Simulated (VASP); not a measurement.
# HfB (Fm-3m) in VASP: further runs

The runs below take HfB through single point, with PBE.

All numbers are computed with VASP 6.6.1; they aren't measurements. Logs are shortened: lines on timing, memory, paths and dates and some standing lists are left out, and cuts for length are marked.

## Step 1: The cell of the first run

Symmetry: Fm-3m, No. 225, cubic system. The conventional cell has a = 4.620 Å, b = 4.620 Å, c = 4.620 Å, α = 90.00°, β = 90.00°, γ = 90.00°. Hf (site symmetry m-3m) has 6 B at 2.31 Å within 3.1 Å. B (site symmetry m-3m) has 6 Hf at 2.31 Å within 3.1 Å.

## Step 2: Single point, PBE

INCAR reads:

```
  PREC = Accurate
  ENCUT = 520
  EDIFF = 1E-7
  ISMEAR = 1
  SIGMA = 0.1
  LREAL = F
  LASPH = T
  NELM = 100
  ALGO = Normal
  ISIF = 2
  LWAVE = F
  LCHARG = T
  GGA = PE
  LELF = T
  LVHAR = T
  NBANDS = 14
```

KPOINTS reads:

```
Automatic mesh
0
Gamma
  9 9 9
```

POSCAR reads:

```
HfB
1.0
    0.0000000000      2.3100000000      2.3100000000
    2.3100000000      0.0000000000      2.3100000000
    2.3100000000      2.3100000000      0.0000000000
Hf B
1 1
Direct
    0.5000000000      0.5000000000      0.5000000000
    0.0000000000      0.0000000000      0.0000000000
```

Potentials or basis: VASP PAW PBE potentials, release 64 (Hf_pv, B).

Command:

```bash
$ cat potpaw_PBE.64/Hf_pv/POTCAR potpaw_PBE.64/B/POTCAR > POTCAR
$ mpirun -np 1 vasp_std > vasp.out
```

OUTCAR:

```text
PREC = Accurate
   ENCUT = 520
   EDIFF = 1E-7
   ISMEAR = 1
   LREAL = F
   LASPH = T
   NELM = 100
   ISIF = 2
   GGA = PE

 ion  position               nearest neighbor table
   1  0.500  0.500  0.500-   2 2.31   2 2.31   2 2.31   2 2.31   2 2.31   2 2.31
   2  0.000  0.000  0.000-   1 2.31   1 2.31   1 2.31   1 2.31   1 2.31   1 2.31

  LATTYP: Found a face centered cubic cell.
 ALAT       =     4.6200000000

  Lattice vectors:

 A1 = (   0.0000000000,   2.3100000000,   2.3100000000)
 A2 = (   2.3100000000,   0.0000000000,   2.3100000000)
 A3 = (   2.3100000000,   2.3100000000,   0.0000000000)

Analysis of symmetry for initial positions (statically):
=====================================================================
 Subroutine PRICEL returns:
 Original cell was already a primitive cell.

 Routine SETGRP: Setting up the symmetry group for a
 face centered cubic supercell.

 Subroutine GETGRP returns: Found 48 space group operations
 (whereof 48 operations were pure point group operations)
 out of a pool of 48 trial point group operations.

The static configuration has the point symmetry O_h .

Analysis of symmetry for dynamics (positions and initial velocities):
=====================================================================
 Subroutine PRICEL returns:
 Original cell was already a primitive cell.

 Routine SETGRP: Setting up the symmetry group for a
 face centered cubic supercell.

 Subroutine GETGRP returns: Found 48 space group operations
 (whereof 48 operations were pure point group operations)
 out of a pool of 48 trial point group operations.

The dynamic configuration has the point symmetry O_h .

 Subroutine INISYM returns: Found 48 space group operations
 (whereof 48 operations are pure point group operations),
 and found     1 'primitive' translations

----------------------------------------------------------------------------------------

                                     Primitive cell

  volume of cell :      24.6528

  direct lattice vectors                    reciprocal lattice vectors
     0.000000000  2.310000000  2.310000000    -0.216450216  0.216450216  0.216450216
     2.310000000  0.000000000  2.310000000     0.216450216 -0.216450216  0.216450216
     2.310000000  2.310000000  0.000000000     0.216450216  0.216450216 -0.216450216

  length of vectors
     3.266833329  3.266833329  3.266833329     0.374902772  0.374902772  0.374902772

  position of ions in fractional coordinates (direct lattice)
     0.500000000  0.500000000  0.500000000
[... 89 lines left out ...]
   NELECT =      13.0000    total number of electrons
   NUPDOWN=      -1.0000    fix difference up-down
   EMIN   =  10.00;   EMAX   =-10.00  energy-range for DOS
   EFERMI =   0.00;   METHOD = LEGACY
   ISMEAR =     1;   SIGMA  =   0.10  broadening in eV -4-tet -1-fermi 0-gaus
   EFERMI_NEDOS =   21; number of points for ismear=-14 and -15
   IALGO  =     38    algorithm
   IMIX   =      4    mixing-type and parameters
     AMIX     =   0.40;   BMIX     =  1.00
     AMIX_MAG =   1.60;   BMIX_MAG =  1.00
  volume/ion in A,a.u.               =      12.33        83.18
  Fermi-wavevector in a.u.,A,eV,Ry     =   1.322617  2.499383 23.800871  1.749315
  Thomas-Fermi vector in A             =   2.452285
   LORBIT       =      0    0 simple, 1 ext, 2 COOP (PROOUT), +10 PAW based schemes
   GGA     = PE    functional components
   LHFCALC =     F    Hartree Fock is set to
   AEXX    =    0.0000 exact exchange contribution
   IVDW    =     0    specifies the selected vdW correction
   LEPSILON=     F    determine dielectric tensor
   LRPA    =     F    only Hartree local field effects (RPA)
 non-spin polarized calculation
 Methfessel and Paxton  Order N= 1 SIGMA  =   0.10
  energy-cutoff  :      520.00
  volume of cell :       24.65
 maximum number of plane-waves:       680
   NGX = 13   NGY = 13   NGZ = 13

 number of electron      13.0000002 magnetization

 Free energy of the ion-electron system (eV)
  ---------------------------------------------------
  ext. energy  EPLUGINS =         0.00000000
  ---------------------------------------------------
  free energy    TOTEN  =       -17.15881187 eV

  energy without entropy =      -17.15858414  energy(sigma->0) =      -17.15873596

 E-fermi :   5.0719     XC(G=0): -12.3036

 val. band max:        4.9985593302   @ k =  -0.4444   0.3333   0.1111
 cond. band min:       5.0834906718   @ k =   0.3333   0.1111   0.0000
 fundamental gap:      0.0849313416
 Fermi energy:         5.0719375238

 k-point     1 :       0.0000    0.0000    0.0000
  band No.  band energies     occupation
      1     -23.1753      2.00000
      2     -23.1753      2.00000
      3     -23.1753      2.00000
      4      -4.4473      2.00000
      5       7.3262      0.00000
      6       7.3262      0.00000
      7       7.3262      0.00000
      8       9.0842      0.00000
      9       9.0842      0.00000
     10       9.0842      0.00000
     11       9.3515      0.00000
     12       9.3515      0.00000
     13      16.8029      0.00000
     14      18.1385      0.00000
[... 377 lines left out ...]
      1     -23.8221      2.00000
      2     -23.4270      2.00000
      3     -23.4270      2.00000
      4      -1.5932      2.00000
      5       3.9608      2.00000
      6       4.0925      2.00000
      7       7.4118      0.00000
      8       7.4118      0.00000
      9      11.3011      0.00000
     10      13.1180      0.00000
     11      13.1180      0.00000
     12      15.0809      0.00000
     13      18.8027      0.00000
     14      20.3260      0.00000

 [... further k-points ...]

------------------------ aborting loop because EDIFF is reached ----------------------------------------

  FORCE on cell =-STRESS in cart. coord.  units (eV):
  Direction    XX          YY          ZZ          XY          YZ          ZX
  --------------------------------------------------------------------------------------
  -------------------------------------------------------------------------------------
  Total        4.7392749      4.7392749      4.7392749     -0.0000000     -0.0000000      0.0000000
  in kB      308.0041355    308.0041355    308.0041355     -0.0000000     -0.0000000      0.0000000
  external PRESSURE =     308.0041355 kB  Pullay stress =       0.0000000 kB

 VOLUME and BASIS-vectors are now :
 -----------------------------------------------------------------------------
  energy-cutoff  :      520.00
  volume of cell :       24.65
      direct lattice vectors                 reciprocal lattice vectors
     0.000000000  2.310000000  2.310000000    -0.216450216  0.216450216  0.216450216
     2.310000000  0.000000000  2.310000000     0.216450216 -0.216450216  0.216450216
     2.310000000  2.310000000  0.000000000     0.216450216  0.216450216 -0.216450216

 POSITION                                       TOTAL-FORCE (eV/Angst)
 -----------------------------------------------------------------------------------
      2.31000      2.31000      2.31000         0.000000     -0.000000      0.000000
      0.00000      0.00000      0.00000        -0.000000      0.000000     -0.000000
 -----------------------------------------------------------------------------------
    total drift:                                0.000000     -0.000000      0.000000

  FREE ENERGIE OF THE ION-ELECTRON SYSTEM (eV)
  ---------------------------------------------------
  free  energy   TOTEN  =       -17.1588118690 eV

  energy  without entropy=      -17.1585841420  energy(sigma->0) =      -17.15873596
```

Run time: 16 s. Hardware: 1 thread of AMD EPYC 7R43 (Zen 3), shared host; peak memory 0.11 GiB.

What came out:

| Quantity | Value |
| --- | --- |
| Free energy | -17.1588 eV |
| Pressure | 30.8 GPa |

Caveat: spin-orbit coupling is left out, which moves the levels of the heavy elements.

(Part 1 of 2 ends here.)
